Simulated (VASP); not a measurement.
# CrGe4Mo (P4/mmm) in VASP: relaxation of cell and atoms with PBE

Aim: the relaxation of cell and atoms of CrGe4Mo with PBE.

Everything below comes from runs of VASP 6.6.1. Logs are shortened: lines on timing, memory, paths and dates and some standing lists are left out, and cuts for length are marked.

### Step 1. The cell of the first run

Symmetry: P4/mmm, No. 123, tetragonal system. Conventional cell: a = 3.290 Å, b = 3.290 Å, c = 8.170 Å, α = 90.00°, β = 90.00°, γ = 90.00°. Within 3.5 Å of Cr (site symmetry 4/mmm) lie 10 Ge at 2.65 to 2.73 Å and 4 Cr at 3.29 Å. Within 3.6 Å of Ge (site symmetry 4mm) lie 4 Mo at 2.69 Å and 9 Ge at 2.71 to 3.29 Å and 1 Cr at 2.73 Å. Within 3.4 Å of Ge (site symmetry 4mm) lie 9 Ge at 2.55 to 3.29 Å and 4 Cr at 2.65 Å and 1 Mo at 2.81 Å. Mo (site symmetry 4/mmm) has 10 Ge at 2.69 to 2.81 Å and 4 Mo at 3.29 Å within 3.6 Å.

### Step 2. Relaxation of cell and atoms, PBE

Contents of INCAR:

```
SYSTEM = CrGe4Mo
PREC = Accurate
ENCUT = 600
EDIFF = 1E-7
ISMEAR = 0
SIGMA = 0.1
LREAL = .FALSE.
LASPH = .TRUE.
NELM = 100
ALGO = Fast
ISIF = 3
LWAVE = .FALSE.
LCHARG = .FALSE.
GGA = PE
IBRION = 2
NSW = 100
EDIFFG = -0.01
```

Contents of KPOINTS:

```
Automatic mesh
0
G
  12 12 6
  0 0 0
```

Contents of POSCAR:

```
CrGe4Mo
1.0
    3.2902351000      0.0000000000      0.0000000000
    0.0000000000      3.2902351000      0.0000000000
    0.0000000000      0.0000000000      8.1700603000
Cr Ge Mo
1 4 1
Direct
    0.0000000000      0.0000000000      0.0000000000
    0.0000000000      0.0000000000      0.6661190000
    0.5000000000      0.5000000000      0.1562800000
    0.0000000000      0.0000000000      0.3338810000
    0.5000000000      0.5000000000      0.8437200000
    0.5000000000      0.5000000000      0.5000000000
```

Potentials or basis: VASP PAW PBE potentials, release 64 (Cr_pv, Ge_d, Mo_sv).

On the command line:

```bash
$ cat potpaw_PBE.64/Cr_pv/POTCAR potpaw_PBE.64/Ge_d/POTCAR potpaw_PBE.64/Mo_sv/POTCAR > POTCAR
$ mpirun -np 1 vasp_std > vasp.out
```

OUTCAR:

```text
SYSTEM = CrGe4Mo
   PREC = Accurate
   ENCUT = 600
   EDIFF = 1E-7
   ISMEAR = 0
   LREAL = .FALSE.
   LASPH = .TRUE.
   NELM = 100
   ISIF = 3
   GGA = PE
   IBRION = 2
   NSW = 100
   EDIFFG = -0.01

 ion  position               nearest neighbor table
   1  0.000  0.000  0.000-   3 2.65   5 2.65   3 2.65   5 2.65   3 2.65   5 2.65   3 2.65   5 2.65
                             4 2.73   2 2.73
   2  0.000  0.000  0.666-   6 2.69   6 2.69   6 2.69   6 2.69   4 2.71   1 2.73   5 2.74   5 2.74
                             5 2.74   5 2.74
   3  0.500  0.500  0.156-   5 2.55   1 2.65   1 2.65   1 2.65   1 2.65   4 2.74   4 2.74   4 2.74
                             4 2.74   6 2.81
   4  0.000  0.000  0.334-   6 2.69   6 2.69   6 2.69   6 2.69   2 2.71   1 2.73   3 2.74   3 2.74
                             3 2.74   3 2.74
   5  0.500  0.500  0.844-   3 2.55   1 2.65   1 2.65   1 2.65   1 2.65   2 2.74   2 2.74   2 2.74
                             2 2.74   6 2.81
   6  0.500  0.500  0.500-   2 2.69   4 2.69   2 2.69   4 2.69   2 2.69   4 2.69   2 2.69   4 2.69
                             3 2.81   5 2.81

  LATTYP: Found a simple tetragonal cell.
 ALAT       =     3.2902351000
 C/A-ratio  =     2.4831235616

  Lattice vectors:

 A1 = (   3.2902351000,   0.0000000000,   0.0000000000)
 A2 = (   0.0000000000,   3.2902351000,   0.0000000000)
 A3 = (   0.0000000000,   0.0000000000,   8.1700603000)

Analysis of symmetry for initial positions (statically):
=====================================================================
 Subroutine PRICEL returns:
 Original cell was already a primitive cell.

 Routine SETGRP: Setting up the symmetry group for a
 simple tetragonal supercell.

 Subroutine GETGRP returns: Found 16 space group operations
 (whereof 16 operations were pure point group operations)
 out of a pool of 16 trial point group operations.

The static configuration has the point symmetry D_4h.

Analysis of symmetry for dynamics (positions and initial velocities):
=====================================================================
 Subroutine PRICEL returns:
 Original cell was already a primitive cell.

 Routine SETGRP: Setting up the symmetry group for a
 simple tetragonal supercell.

 Subroutine GETGRP returns: Found 16 space group operations
 (whereof 16 operations were pure point group operations)
 out of a pool of 16 trial point group operations.

The dynamic configuration has the point symmetry D_4h.

 Subroutine INISYM returns: Found 16 space group operations
 (whereof 16 operations are pure point group operations),
 and found     1 'primitive' translations

----------------------------------------------------------------------------------------

                                     Primitive cell

  volume of cell :      88.4462

  direct lattice vectors                    reciprocal lattice vectors
     3.290235100  0.000000000  0.000000000     0.303929649  0.000000000  0.000000000
     0.000000000  3.290235100  0.000000000     0.000000000  0.303929649  0.000000000
     0.000000000  0.000000000  8.170060300     0.000000000  0.000000000  0.122398117

  length of vectors
     3.290235100  3.290235100  8.170060300     0.303929649  0.303929649  0.122398117

  position of ions in fractional coordinates (direct lattice)
     0.000000000  0.000000000  0.000000000
     0.000000000  0.000000000  0.666119000
     0.500000000  0.500000000  0.156280000
     0.000000000  0.000000000  0.333881000
     0.500000000  0.500000000  0.843720000
     0.500000000  0.500000000  0.500000000

  ion indices of the primitive-cell ions
   primitive index   ion index
                 1           1
                 2           2
                 3           3
                 4           4
                 5           5
                 6           6

----------------------------------------------------------------------------------------

 KPOINTS: Automatic mesh

Automatic generation of k-mesh.
 Grid dimensions read from file:
 generate k-points for:   12   12    6

 Generating k-lattice:

  Cartesian coordinates                     Fractional coordinates (reciprocal lattice)
     0.025327471  0.000000000  0.000000000     0.083333333  0.000000000  0.000000000
     0.000000000  0.025327471  0.000000000     0.000000000  0.083333333  0.000000000
     0.000000000  0.000000000  0.020399686     0.000000000  0.000000000  0.166666667

  Length of vectors
     0.025327471  0.025327471  0.020399686

  Shift w.r.t. Gamma in fractional coordinates (k-lattice)
     0.000000000  0.000000000  0.000000000

 Subroutine IBZKPT returns following result:
 ===========================================

 Found    112 irreducible k-points:

 Following reciprocal coordinates:
            Coordinates               Weight
  0.000000  0.000000  0.000000      1.000000
  0.083333  0.000000  0.000000      4.000000
  0.166667  0.000000  0.000000      4.000000
  0.250000  0.000000  0.000000      4.000000
  0.333333  0.000000  0.000000      4.000000
  0.416667  0.000000  0.000000      4.000000
[... 16 lines left out ...]
  0.333333  0.333333  0.000000      4.000000
  0.416667  0.333333  0.000000      8.000000
 [... further k-points ...]
   k-points           NKPTS =    112   k-points in BZ     NKDIM =    112   number of bands    NBANDS=     49
   number of dos      NEDOS =    301   number of ions     NIONS =      6
   total plane-waves  NPLWV =  54880
   dimension x,y,z NGX =    28 NGY =   28 NGZ =   70
   dimension x,y,z NGXF=    56 NGYF=   56 NGZF=  140
   ions per type =               1   4   1
   NGX,Y,Z   is equivalent  to a cutoff of  14.15, 14.15, 14.24 a.u.
   NGXF,Y,Z  is equivalent  to a cutoff of  28.30, 28.30, 28.49 a.u.
 SYSTEM =  CrGe4Mo
   PREC   = accura    normal or accurate (medium, high low for compatibility)
   ISTART =      0    job   : 0-new  1-cont  2-samecut
   ICHARG =      2    charge: 1-file 2-atom 10-const
   ISPIN  =      1    spin polarized calculation?
   LNONCOLLINEAR =      F non collinear calculations
   LSORBIT =      F    spin-orbit coupling
   LASPH  =      T    aspherical Exc in radial PAW
   ENCUT  =  600.0 eV  44.10 Ry    6.64 a.u.   6.57  6.57 16.32*2*pi/ulx,y,z
   NELM   =    100;   NELMIN=  2; NELMDL= -5     # of ELM steps
   EDIFF  = 0.1E-06   stopping-criterion for ELM
   LREAL  =      F    real-space projection
   EDIFFG = -.1E-01   stopping-criterion for IOM
   NSW    =    100    number of steps for IOM
   IBRION =      2    ionic relax: 0-MD 1-quasi-New 2-CG
   NFREE  =      1    steps in history (QN), initial steepest desc. (CG)
   ISIF   =      3    stress and relaxation
   ISYM   =      2    0-nonsym 1-usesym 2-fastsym
   POTIM  = 0.5000    time-step for ionic-motion
   TEBEG  =    0.0;   TEEND  =   0.0 temperature during run
   PSTRESS=    0.0 pullay stress
   NELECT =      82.0000    total number of electrons
   NUPDOWN=      -1.0000    fix difference up-down
   EMIN   =  10.00;   EMAX   =-10.00  energy-range for DOS
   EFERMI =   0.00;   METHOD = LEGACY
   ISMEAR =     0;   SIGMA  =   0.10  broadening in eV -4-tet -1-fermi 0-gaus
   EFERMI_NEDOS =   21; number of points for ismear=-14 and -15
   IALGO  =     68    algorithm
   IMIX   =      4    mixing-type and parameters
     AMIX     =   0.40;   BMIX     =  1.00
     AMIX_MAG =   1.60;   BMIX_MAG =  1.00
  volume/ion in A,a.u.               =      14.74        99.48
  Fermi-wavevector in a.u.,A,eV,Ry     =   1.596319  3.016606 34.670842  2.548235
  Thomas-Fermi vector in A             =   2.694100
   LORBIT       =      0    0 simple, 1 ext, 2 COOP (PROOUT), +10 PAW based schemes
   GGA     = PE    functional components
   LHFCALC =     F    Hartree Fock is set to
   AEXX    =    0.0000 exact exchange contribution
   IVDW    =     0    specifies the selected vdW correction
   LEPSILON=     F    determine dielectric tensor
   LRPA    =     F    only Hartree local field effects (RPA)
 conjugate gradient relaxation of ions
 non-spin polarized calculation
 RMM-DIIS sequential band-by-band and
 Gauss-broadening in eV      SIGMA  =   0.10
  energy-cutoff  :      600.00
  volume of cell :       88.45
 maximum number of plane-waves:      2984
 NGX is ok and might be reduce to    28
   NGX = 13   NGY = 13   NGZ = 33

--------------------------------------- Ionic step        1  -------------------------------------------

 number of electron      81.9999974 magnetization

 Free energy of the ion-electron system (eV)
  ---------------------------------------------------
  ext. energy  EPLUGINS =         0.00000000
  ---------------------------------------------------
  free energy    TOTEN  =       -38.70057217 eV

  energy without entropy =      -38.69532786  energy(sigma->0) =      -38.69795002

------------------------ aborting loop because EDIFF is reached ----------------------------------------

  FORCE on cell =-STRESS in cart. coord.  units (eV):
  Direction    XX          YY          ZZ          XY          YZ          ZX
  --------------------------------------------------------------------------------------
  -------------------------------------------------------------------------------------
  Total        0.0998959      0.0998959      0.1141008      0.0000000     -0.0000000      0.0000000
  in kB        1.8095859      1.8095859      2.0669035      0.0000000     -0.0000000      0.0000000
  external PRESSURE =       1.8953585 kB  Pullay stress =       0.0000000 kB
[... 65 lines left out ...]
  energy  without entropy=      -38.6952505771  energy(sigma->0) =      -38.69791085

--------------------------------------- Ionic step        3  -------------------------------------------

 number of electron      81.9999972 magnetization

 Free energy of the ion-electron system (eV)
  ---------------------------------------------------
  ext. energy  EPLUGINS =         0.00000000
  ---------------------------------------------------
  free energy    TOTEN  =       -38.70064463 eV

  energy without entropy =      -38.69536176  energy(sigma->0) =      -38.69800319

 E-fermi :   9.8604     XC(G=0): -12.7254

 val. band max:        9.8413686509   @ k =   0.1667   0.0833   0.0000
 cond. band min:       9.8646568871   @ k =   0.0833   0.0000   0.0000
 fundamental gap:      0.0232882361
 Fermi energy:         9.8603902119

 k-point     1 :       0.0000    0.0000    0.0000
  band No.  band energies     occupation
      1     -50.9611      2.00000
      2     -33.1048      2.00000
      3     -33.1048      2.00000
      4     -32.9961      2.00000
      5     -25.1085      2.00000
      6     -25.0230      2.00000
[... 1237 lines left out ...]
     48      13.1032      0.00000
     49      13.2903      0.00000

 [... further k-points ...]

------------------------ aborting loop because EDIFF is reached ----------------------------------------

  FORCE on cell =-STRESS in cart. coord.  units (eV):
  Direction    XX          YY          ZZ          XY          YZ          ZX
  --------------------------------------------------------------------------------------
  -------------------------------------------------------------------------------------
  Total        0.0016084      0.0016084      0.0003458      0.0000000      0.0000000      0.0000000
  in kB        0.0290997      0.0290997      0.0062564      0.0000000      0.0000000      0.0000000
  external PRESSURE =       0.0214853 kB  Pullay stress =       0.0000000 kB
[... 21 lines left out ...]
  FREE ENERGIE OF THE ION-ELECTRON SYSTEM (eV)
  ---------------------------------------------------
  free  energy   TOTEN  =       -38.7006446265 eV

  energy  without entropy=      -38.6953617599  energy(sigma->0) =      -38.69800319

 reached required accuracy - stopping structural energy minimisation
```

Wall time 50 min (1 thread of Oxide Virtual Turin-like, shared host); peak memory 0.58 GiB.

What came out:

```
Free energy                           : -38.7006 eV
Relaxed volume                        : 14.76 Å³/atom
Relaxed cell                          : a = 3.292 Å, b = 3.292 Å, c = 8.174 Å, α = 90.00°, β = 90.00°, γ = 90.00°
Space group after relaxing (to 0.1 Å) : P4/mmm (No. 123)
Energy gained by relaxing             : 0.0 meV/atom
Ionic steps                           : 3
Pressure after relaxing               : 0.0 GPa
Largest force after relaxing          : 0.007 eV/Å
Band gap on the k mesh                : zero (bands 41 and 42 overlap by 0.75 eV)
```

Forces on the atoms (eV/Å):
```
Cr   0.000  0.000  0.000
Ge   0.000  0.000  0.005
Ge   0.000  0.000 -0.007
Ge   0.000  0.000 -0.005
Ge   0.000  0.000  0.007
Mo   0.000  0.000  0.000
```

Final structure:
```xyz
6
Lattice="3.2915 0.0000 0.0000 0.0000 3.2915 0.0000 0.0000 0.0000 8.1738" Properties=species:S:1:pos:R:3 pbc="T T T"
Cr    0.0000    0.0000    0.0000
Ge    0.0000    0.0000    5.4451
Ge    1.6458    1.6458    1.2772
Ge    3.2915    0.0000    2.7287
Ge    1.6458    1.6458    6.8966
Mo    1.6458    1.6458    4.0869
```

Caveat: the run has no spin polarisation, though such a crystal can be magnetic. Spin polarisation is off, so any magnetic state and its effect on volume and gap are missing.

The gap in the log of VASP goes by the Fermi energy; the results here count the filled bands.